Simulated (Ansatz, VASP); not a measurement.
# Two plane-wave programs on Si3N4

```
Si N
1.0
     7.61905    0.00000    0.00000
    -3.80953    6.59829    0.00000
     0.00000    0.00000    2.91136
Si N
6 8
Direct
  0.17412 0.76792 0.25000
  0.40620 0.17412 0.75000
  0.23208 0.40620 0.25000
  0.82588 0.23208 0.75000
  0.59380 0.82588 0.25000
  0.76792 0.59380 0.75000
  0.33333 0.66667 0.25000
  0.66667 0.33333 0.75000
  0.32996 0.02994 0.25000
  0.30001 0.32996 0.75000
  0.97006 0.30001 0.25000
  0.67004 0.97006 0.75000
  0.69999 0.67004 0.25000
  0.02994 0.69999 0.75000
```

Alike in both runs: functional PBE; dispersion D3(BJ); k mesh 3 × 3 × 8; occupations gaussian, width 0.1 eV; no spin polarisation.

Ansatz relaxed the structure, and its values are those at the end. VASP's run is a single point on that final structure, the one shown.

```csv
,VASP,Ansatz
version,VASP 6.6.1,Ansatz 0.2.0
potentials or method,"VASP PAW PBE potentials, release 64 (Si, N), cutoff 520 eV","scalar-relativistic, plane waves, PAW"
valence electrons in the cell,64,64
```

Ansatz gave:

- gap on the k mesh at the Fermi level (eV): 4.33
- least direct gap on the mesh (eV): 4.51
- pressure (GPa): 0.0
- rms of the force components (eV/Å): 0.004

What did VASP give for the same quantities?

gap on the k mesh at the Fermi level (eV): 4.32; least direct gap on the mesh (eV): 4.50; pressure (GPa): -0.3; rms of the force components (eV/Å): 0.004.
